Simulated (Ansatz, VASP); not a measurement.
Sb in VASP and in Ansatz

```
CELL_PARAMETERS angstrom
3.10727 0.00000 0.00000
0.00000 3.10727 0.00000
0.00000 0.00000 3.10727
ATOMIC_POSITIONS crystal
Sb 0.00000 0.00000 0.00000
```

Alike in both runs: functional PBE; k mesh 13 × 13 × 13; occupations fermi-dirac, width 0.05 eV; no spin polarisation.

Ansatz relaxed the structure, and its values are those at the end. VASP's run is a single point on that final structure, the one shown.

```csv
,VASP,Ansatz
version,VASP 6.6.1,Ansatz 0.2.0
potentials or method,"VASP PAW PBE potentials, release 64 (Sb)","PAW with Ansatz's default frozen-core files, scalar-relativistic"
plane-wave cutoff (eV),520,420
valence electrons in the cell,5,15
```

|  | VASP | Ansatz | Ansatz less VASP |
| --- | --- | --- | --- |
| pressure (GPa) | 0.0 | 0.0 | +0.02 |

VASP's potentials hold 5 valence electrons a cell and Ansatz's 15, so a difference there can come from the potentials and not from the codes.

Neither program's run includes spin-orbit coupling.
